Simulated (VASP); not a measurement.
Runs of VASP 6.6.1 on BAs. The structure is that of space group F-43m (No. 216), or close to it. The cells are those of the table. 

```tsv
level	spin	cell	k mesh	smearing	grid for exact exchange (PRECFOCK)	share of exact exchange	screening parameter	gap on the mesh (eV)	pressure (GPa)	moment (μB)
HSE06	off	a = 3.366, b = 3.366, c = 3.383 Å, angles 59.8, 59.8, 60.3°, 2 atoms	6 × 6 × 6	gaussian 0.01 eV	Normal	0.25	0.2079 1/Å	(c)	0.3	-
HSE06	off	a = 3.417, b = 3.417, c = 3.383 Å, angles 60.3, 60.3, 59.3°, 2 atoms	6 × 6 × 6	gaussian 0.01 eV	Normal	0.25	0.2079 1/Å	1.81	-3.9	-
HSE06	off	a = 3.400, b = 3.400, c = 3.383 Å, angles 60.2, 60.2, 59.7°, 2 atoms	6 × 6 × 6	gaussian 0.01 eV	Normal	0.25	0.2079 1/Å	(b)	(a)	-
r2SCAN	non-collinear, zero start, SOC	a = 3.451, b = 3.451, c = 3.383 Å, angles 60.7, 60.7, 58.7°, 2 atoms	10 × 10 × 10	fermi-dirac 0.02 eV	-	-	-	-	-4.9	0.00
r2SCAN	non-collinear, zero start, SOC	a = 3.417, b = 3.417, c = 3.383 Å, angles 60.3, 60.3, 59.3°, 2 atoms	10 × 10 × 10	fermi-dirac 0.02 eV	-	-	-	-	-2.5	0.00
r2SCAN	non-collinear, zero start, SOC	a = 3.434, b = 3.434, c = 3.383 Å, angles 60.5, 60.5, 59.0°, 2 atoms	10 × 10 × 10	fermi-dirac 0.02 eV	-	-	-	-	-3.7	0.00
```

Alike in all rows: task single point; potentials or basis VASP PAW PBE potentials, release 64 (B, As); cutoff (eV) 520.

**Question.** Estimate the missing entries.

**Answer.** (a) -2.6; (b) 1.88; (c) 1.78.

Caveats: the PAW data sets were made with another functional, which shifts forces and pressure a little; the cell stands under tension (at least some runs); the stress differs along the axes, from -11 to -2 GPa (at least some runs); the stress differs along the axes, from -8 to -2 GPa (at least some runs).

A k mesh can miss the band edges, and rows without SOC leave out spin-orbit coupling on As.
